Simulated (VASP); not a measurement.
**Sc: single point with PBE**

Crystal: Sc.

```
Sc
1.0
     2.36459    0.00000    0.00000
    -1.18230    2.04780    0.00000
     0.00000    0.00000    4.08136
Sc
2
Direct
  0.33333 0.66667 0.25000
  0.66667 0.33333 0.75000
```

This cell differs from its parent crystal: volume scaled by 0.4.

- Program: VASP 6.6.1
- Task: single point
- Functional: PBE
- Potentials or basis: VASP PAW PBE potentials, release 64 (Sc_sv)
- Cutoff: 520 eV
- k mesh: 13 × 13 × 7
- Occupations: fermi-dirac, width 0.08 eV
- Spin: no spin polarisation
- Dipole correction: no
- Further INCAR settings: ALGO = Normal; EDIFF = 1e-07; NBANDS = 18

```yaml
Pressure: 173.1 GPa
Band_gap_on_the_k_mesh: zero (band 11 reaches 12.43 eV, above the bottom of band 12 at 9.77 eV)
```

Stress tensor (GPa, compression positive):
```
173.32   0.00   0.00
  0.00 173.32   0.00
  0.00   0.00 172.66
```

Levels at points of the mesh, in eV from the Fermi level:
```tsv
k point	band 9	band 10	band 11	band 12	band 13	band 14
(0.00, 0.00, 0.00)	-3.74	-2.69	1.25	2.27	2.27	3.26
```

Wall time 20 s on 1 thread of Intel(R) Xeon(R) Platinum 8488C (Sapphire Rapids), on a shared host, peak memory 0.14 GiB.
